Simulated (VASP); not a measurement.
# SiSb2 (Fm-3m) in VASP: further runs, part 2 of 3

VASP 6.6.1. Earlier steps stand in the parts before.

### Step 3. Single point, PBE

This run uses another cell than the first one, of 23.04 Å³/atom.

File INCAR:

```
SYSTEM = SiSb2
PREC     = Accurate       ! precision mode
ENCUT    = 520            ! plane-wave cutoff, eV
EDIFF    = 1E-7           ! SCF threshold, eV
ISMEAR   = 0              ! smearing method
SIGMA    = 0.1            ! smearing width, eV
LREAL    = .FALSE.        ! projectors in reciprocal space
LASPH    = .TRUE.         ! aspherical terms in the spheres
NELM     = 100            ! most SCF steps
ALGO     = Normal         ! electronic algorithm
ISIF     = 2              ! what is computed and relaxed
LWAVE    = .FALSE.        ! write WAVECAR
LCHARG   = .FALSE.        ! write CHGCAR
GGA      = PE             ! functional
NBANDS   = 14             ! bands
```

File KPOINTS:

```
Automatic mesh
0
G
  6 6 6
  0 0 0
```

File POSCAR:

```
SiSb2
1.0
    0.0000000000      3.2575242062      3.2575242062
    3.2575242062      0.0000000000      3.2575242062
    3.2575242062      3.2575242062      0.0000000000
Si Sb
1 2
Direct
    0.0000000000      0.0000000000      0.0000000000
    0.2500000000      0.2500000000      0.2500000000
    0.7500000000      0.7500000000      0.7500000000
```

Potentials or basis: VASP PAW PBE potentials, release 64 (Si, Sb).

The run is started by

```sh
$ cat potpaw_PBE.64/Si/POTCAR potpaw_PBE.64/Sb/POTCAR > POTCAR
$ mpirun -np 1 vasp_std > vasp.out
```

OUTCAR:

```text
SYSTEM = SiSb2
   PREC = Accurate
   ENCUT = 520
   EDIFF = 1E-7
   ISMEAR = 0
   LREAL = .FALSE.
   LASPH = .TRUE.
   NELM = 100
   ISIF = 2
   GGA = PE

 ion  position               nearest neighbor table
   1  0.000  0.000  0.000-   2 2.82   3 2.82   3 2.82   3 2.82   3 2.82   2 2.82   2 2.82   2 2.82

   2  0.250  0.250  0.250-   1 2.82   1 2.82   1 2.82   1 2.82   3 3.26   3 3.26   3 3.26   3 3.26
                             3 3.26   3 3.26
   3  0.750  0.750  0.750-   1 2.82   1 2.82   1 2.82   1 2.82   2 3.26   2 3.26   2 3.26   2 3.26
                             2 3.26   2 3.26

  LATTYP: Found a face centered cubic cell.
 ALAT       =     6.5150484124

  Lattice vectors:

 A1 = (   0.0000000000,   3.2575242062,   3.2575242062)
 A2 = (   3.2575242062,   0.0000000000,   3.2575242062)
 A3 = (   3.2575242062,   3.2575242062,   0.0000000000)

Analysis of symmetry for initial positions (statically):
=====================================================================
 Subroutine PRICEL returns:
 Original cell was already a primitive cell.

 Routine SETGRP: Setting up the symmetry group for a
 face centered cubic supercell.

 Subroutine GETGRP returns: Found 48 space group operations
 (whereof 48 operations were pure point group operations)
 out of a pool of 48 trial point group operations.

The static configuration has the point symmetry O_h .

Analysis of symmetry for dynamics (positions and initial velocities):
=====================================================================
 Subroutine PRICEL returns:
 Original cell was already a primitive cell.

 Routine SETGRP: Setting up the symmetry group for a
 face centered cubic supercell.

 Subroutine GETGRP returns: Found 48 space group operations
 (whereof 48 operations were pure point group operations)
 out of a pool of 48 trial point group operations.

The dynamic configuration has the point symmetry O_h .

 Subroutine INISYM returns: Found 48 space group operations
 (whereof 48 operations are pure point group operations),
 and found     1 'primitive' translations

[... 119 lines left out ...]
 Gauss-broadening in eV      SIGMA  =   0.10
  energy-cutoff  :      520.00
  volume of cell :       69.13
 maximum number of plane-waves:      1874
 NGX is ok and might be reduce to    36
   NGX = 17   NGY = 17   NGZ = 17

 number of electron      14.0000000 magnetization

 Free energy of the ion-electron system (eV)
  ---------------------------------------------------
  ext. energy  EPLUGINS =         0.00000000
  ---------------------------------------------------
  free energy    TOTEN  =       -12.18729278 eV

  energy without entropy =      -12.17913075  energy(sigma->0) =      -12.18321176

 E-fermi :   9.1275     XC(G=0): -10.2387

 val. band max:        9.1195822914   @ k =  -0.3333   0.3333   0.0000
 cond. band min:       9.1887689867   @ k =  -0.3333   0.3333   0.0000
 fundamental gap:      0.0691866953
 Fermi energy:         9.1275207300

 k-point     1 :       0.0000    0.0000    0.0000
  band No.  band energies     occupation
      1      -4.8720      2.00000
      2       2.6868      2.00000
      3       5.8368      2.00000
      4       5.8368      2.00000
      5       5.8368      2.00000
      6       5.8852      2.00000
      7       6.8510      2.00000
      8       6.8510      2.00000
      9       6.8510      2.00000
     10      11.3370      0.00000
     11      11.3370      0.00000
     12      11.3370      0.00000
     13      12.9947      0.00000
     14      12.9947      0.00000
[... 241 lines left out ...]
      1      -1.7958      2.00000
      2      -0.7359      2.00000
      3      -0.4851      2.00000
      4       2.6974      2.00000
      5       4.9828      2.00000
      6       7.7737      2.00000
      7       8.3085      2.00000
      8      11.0131      0.00000
      9      11.7080      0.00000
     10      13.1338      0.00000
     11      13.4381      0.00000
     12      13.5270      0.00000
     13      15.8884      0.00000
     14      16.8525      0.00000

------------------------ aborting loop because EDIFF is reached ----------------------------------------

  FORCE on cell =-STRESS in cart. coord.  units (eV):
  Direction    XX          YY          ZZ          XY          YZ          ZX
  --------------------------------------------------------------------------------------
  -------------------------------------------------------------------------------------
  Total        3.6900876      3.6900876      3.6900876      0.0000000      0.0000000      0.0000000
  in kB       85.5173641     85.5173641     85.5173641      0.0000000      0.0000000      0.0000000
  external PRESSURE =      85.5173641 kB  Pullay stress =       0.0000000 kB

 VOLUME and BASIS-vectors are now :
 -----------------------------------------------------------------------------
  energy-cutoff  :      520.00
  volume of cell :       69.13
      direct lattice vectors                 reciprocal lattice vectors
     0.000000000  3.257524206  3.257524206    -0.153490801  0.153490801  0.153490801
     3.257524206  0.000000000  3.257524206     0.153490801 -0.153490801  0.153490801
     3.257524206  3.257524206  0.000000000     0.153490801  0.153490801 -0.153490801

 POSITION                                       TOTAL-FORCE (eV/Angst)
 -----------------------------------------------------------------------------------
      0.00000      0.00000      0.00000        -0.000000     -0.000000     -0.000000
      1.62876      1.62876      1.62876         0.000000      0.000000      0.000000
      4.88629      4.88629      4.88629        -0.000000     -0.000000     -0.000000
 -----------------------------------------------------------------------------------
    total drift:                                0.000000     -0.000000      0.000000

  FREE ENERGIE OF THE ION-ELECTRON SYSTEM (eV)
  ---------------------------------------------------
  free  energy   TOTEN  =       -12.1872927774 eV

  energy  without entropy=      -12.1791307508  energy(sigma->0) =      -12.18321176
```

OSZICAR:

```text
N       E                     dE             d eps       ncg     rms          rms(c)
DAV:   1     0.449642583570E+02    0.44964E+02   -0.47917E+03   448   0.781E+02
DAV:   2    -0.973164613532E+01   -0.54696E+02   -0.50160E+02   562   0.127E+02
DAV:   3    -0.123142351359E+02   -0.25826E+01   -0.25494E+01   568   0.293E+01
DAV:   4    -0.123386578200E+02   -0.24423E-01   -0.24409E-01   526   0.349E+00
DAV:   5    -0.123389746143E+02   -0.31679E-03   -0.31679E-03   574   0.421E-01    0.442E+00
DAV:   6    -0.122100953496E+02    0.12888E+00   -0.13841E-01   544   0.200E+00    0.258E+00
DAV:   7    -0.121901500719E+02    0.19945E-01   -0.56542E-02   552   0.119E+00    0.710E-01
DAV:   8    -0.121873575135E+02    0.27926E-02   -0.58266E-03   502   0.437E-01    0.108E-01
DAV:   9    -0.121872915591E+02    0.65954E-04   -0.49211E-04   522   0.145E-01    0.662E-02
DAV:  10    -0.121872911456E+02    0.41348E-06   -0.36278E-05   550   0.398E-02    0.161E-02
DAV:  11    -0.121872922611E+02   -0.11155E-05   -0.10822E-05   538   0.170E-02    0.879E-03
DAV:  12    -0.121872926630E+02   -0.40197E-06   -0.11503E-06   490   0.623E-03    0.124E-03
DAV:  13    -0.121872927955E+02   -0.13243E-06   -0.70860E-08   374   0.158E-03    0.775E-04
DAV:  14    -0.121872927774E+02    0.18057E-07   -0.96823E-09   248   0.689E-04
   1 F= -.12187293E+02 E0= -.12183212E+02  d E =-.816203E-02
```

Wall time 18 s (1 thread of Intel Xeon Platinum 8259CL at 2.50GHz (Skylake/Cascade Lake), shared host); peak memory 0.2 GiB.

What came out:

| Item | Value |
| --- | --- |
| Free energy | -12.1873 eV |
| Pressure | 8.6 GPa |
| Band gap on the k mesh | zero (bands 7 and 8 overlap by 4.58 eV) |

Levels at points of the mesh, in eV from the Fermi level:
```
           k point  band 4  band 5  band 6  band 7  band 8  band 9  band 10  band 11
(0.00, 0.00, 0.00)   -3.29   -3.29   -3.24   -2.28   -2.28   -2.28     2.21     2.21
(0.50, 0.00, 0.00)   -4.06   -4.06   -2.29   -2.29   -1.63    2.93     3.74     3.74
(0.50, 0.50, 0.00)   -5.95   -5.95   -2.67    2.31    2.31    3.13     4.35     4.35
```

Caveat: the cell stands under pressure; spin-orbit coupling is left out, which moves the levels of the heavy elements.

### Step 4. Relaxation of cell and atoms, PBE

This run uses another cell than the first one, of 23.04 Å³/atom.

File INCAR:

```
PREC = Accurate ; ENCUT = 600
EDIFF = 1E-6 ; ISMEAR = 0
SIGMA = 0.1 ; LREAL = F
LASPH = T ; NELM = 60
ALGO = Normal ; ISIF = 3
LWAVE = F ; LCHARG = F
GGA = PE ; IBRION = 2
NSW = 90 ; EDIFFG = -0.04
```

File KPOINTS:

```
Automatic mesh
0
Gamma
  4 4 4
```

POSCAR is that of step 3.

Potentials or basis: VASP PAW PBE potentials, release 64 (Si, Sb).

The run is started by

```sh
$ cat potpaw_PBE.64/Si/POTCAR potpaw_PBE.64/Sb/POTCAR > POTCAR
$ mpirun -np 1 vasp_std > vasp.out
```

OUTCAR:

```text
PREC = Accurate
   ENCUT = 600
   EDIFF = 1E-6
   ISMEAR = 0
   LREAL = F
   LASPH = T
   NELM = 60
   ISIF = 3
   GGA = PE
   IBRION = 2
   NSW = 90
   EDIFFG = -0.04

 ion  position               nearest neighbor table
   1  0.000  0.000  0.000-   2 2.82   3 2.82   3 2.82   3 2.82   3 2.82   2 2.82   2 2.82   2 2.82

   2  0.250  0.250  0.250-   1 2.82   1 2.82   1 2.82   1 2.82   3 3.26   3 3.26   3 3.26   3 3.26
                             3 3.26   3 3.26
   3  0.750  0.750  0.750-   1 2.82   1 2.82   1 2.82   1 2.82   2 3.26   2 3.26   2 3.26   2 3.26
                             2 3.26   2 3.26

  LATTYP: Found a face centered cubic cell.
 ALAT       =     6.5150484124

  Lattice vectors:

 A1 = (   0.0000000000,   3.2575242062,   3.2575242062)
 A2 = (   3.2575242062,   0.0000000000,   3.2575242062)
 A3 = (   3.2575242062,   3.2575242062,   0.0000000000)

Analysis of symmetry for initial positions (statically):
[... 174 lines left out ...]
      4       5.8264      2.00000
      5       5.8264      2.00000
      6       5.9075      2.00000
      7       6.8580      2.00000
      8       6.8580      2.00000
      9       6.8580      2.00000
     10      11.3314      0.00000
     11      11.3314      0.00000
[... 169 lines left out ...]
--------------------------------------- Ionic step        3  -------------------------------------------

 number of electron      14.0000000 magnetization

 Free energy of the ion-electron system (eV)
  ---------------------------------------------------
  ext. energy  EPLUGINS =         0.00000000
  ---------------------------------------------------
  free energy    TOTEN  =       -12.32748034 eV

  energy without entropy =      -12.31068803  energy(sigma->0) =      -12.31908418

 E-fermi :   7.1421     XC(G=0):  -9.6317

 val. band max:        7.0871115990   @ k =   0.5000   0.2500   0.0000
 cond. band min:       7.2661013597   @ k =   0.2500   0.2500   0.0000
 fundamental gap:      0.1789897607
 Fermi energy:         7.1421050346

 k-point     1 :       0.0000    0.0000    0.0000
  band No.  band energies     occupation
      1      -5.5036      2.00000
      2       0.4173      2.00000
      3       3.4960      2.00000
      4       4.5175      2.00000
      5       4.5175      2.00000
      6       4.5175      2.00000
      7       5.4322      2.00000
      8       5.4322      2.00000
      9       5.4322      2.00000
     10       9.4538      0.00000
     11       9.4538      0.00000
[... 126 lines left out ...]
  FREE ENERGIE OF THE ION-ELECTRON SYSTEM (eV)
  ---------------------------------------------------
  free  energy   TOTEN  =       -12.3274803363 eV

  energy  without entropy=      -12.3106880318  energy(sigma->0) =      -12.31908418

 reached required accuracy - stopping structural energy minimisation
```

It took 37 s on 1 thread of Intel Xeon Platinum 8259CL at 2.50GHz (Skylake/Cascade Lake), shared host; peak memory 0.24 GiB.

What came out:

```yaml
Free_energy: -12.3275 eV
Relaxed_volume: 26.59 Å³/atom
Relaxed_cell: a = 4.832 Å, b = 4.832 Å, c = 4.832 Å, α = 60.00°, β = 60.00°, γ = 60.00°
Space_group_after_relaxing_to_0.1_Å: Fm-3m (No. 225)
Energy_gained_by_relaxing: 105.1 meV/atom
Ionic_steps: 3
Pressure_after_relaxing: 0.0 GPa
Band_gap_on_the_k_mesh: zero (bands 7 and 8 overlap by 3.87 eV)
```

Step by step:
| step | energy change (eV) | largest force (eV/Å) | pressure (GPa) | volume (Å³) |
| --- | --- | --- | --- | --- |
| 1 | 0.0000 | 0.0000 | 10.85 | 69.13 |
| 2 | -0.2462 | 0.0000 | -3.36 | 85.95 |
| 3 | -0.3152 | 0.0000 | 0.03 | 79.76 |

Final structure:
```xyz
3
Lattice="0.0000 3.4165 3.4165 3.4165 0.0000 3.4165 3.4165 3.4165 0.0000" Properties=species:S:1:pos:R:3 pbc="T T T"
Si    0.0000    0.0000    0.0000
Sb    1.7082    1.7082    1.7082
Sb    5.1247    5.1247    5.1247
```

Caveat: the k points lie up to 0.40 Å⁻¹ apart in the final cell, too coarse for converged energies and pressures of a metal; the volume moved by over 15 % at a fixed basis, so the end points are rough; spin-orbit coupling is left out, which moves the levels of the heavy elements.

### Step 5. Single point, PBE

This run uses another cell than the first one, of 26.21 Å³/atom.

File INCAR:

```
SYSTEM = SiSb2
ALGO = Normal
EDIFF = 1E-7
ENCUT = 520
GGA = PE
ISIF = 2
ISMEAR = 0
LASPH = .True.
LCHARG = .True.
LELF = .True.
LREAL = .False.
LVHAR = .True.
LWAVE = .False.
NBANDS = 14
NELM = 80
PREC = Accurate
SIGMA = 0.1
```

File KPOINTS:

```
k-points
0
Gamma
  12 12 12
  0 0 0
```

File POSCAR:

```
SiSb2
1.0
    0.0000000000      3.4003572843      3.4003572843
    3.4003572843      0.0000000000      3.4003572843
    3.4003572843      3.4003572843      0.0000000000
Si Sb
1 2
Direct
    0.0000000000      0.0000000000      0.0000000000
    0.2500000000      0.2500000000      0.2500000000
    0.7500000000      0.7500000000      0.7500000000
```

The run is started by

```sh
$ cat potpaw_PBE.64/Si/POTCAR potpaw_PBE.64/Sb/POTCAR > POTCAR
$ mpirun -np 1 vasp_std > vasp.out
```

It took 63 s on 1 thread of Intel Xeon Platinum 8259CL at 2.50GHz (Skylake/Cascade Lake), shared host; peak memory 0.24 GiB.

The run converged. Its results:

| Item | Value |
| --- | --- |
| Free energy | -12.3517 eV |
| Pressure | 0.0 GPa |
| Band gap on the k mesh | zero (bands 7 and 8 overlap by 3.96 eV) |

Levels at points of the mesh, in eV from the Fermi level:
```
           k point  band 3  band 4  band 5  band 6  band 7  band 8  band 9  band 10  band 11  band 12
(0.00, 0.00, 0.00)   -3.55   -2.60   -2.60   -2.60   -1.69   -1.69   -1.69     2.39     2.39     2.39
(0.50, 0.00, 0.00)   -5.83   -3.29   -3.29   -1.67   -1.67   -1.48    2.47     3.69     3.69     4.04
(0.50, 0.50, 0.00)   -8.44   -4.96   -4.96   -2.08    2.27    2.27    2.72     4.04     4.20     4.20
```

Caveat: spin-orbit coupling is left out, which moves the levels of the heavy elements.

[end of part 2 of 3]
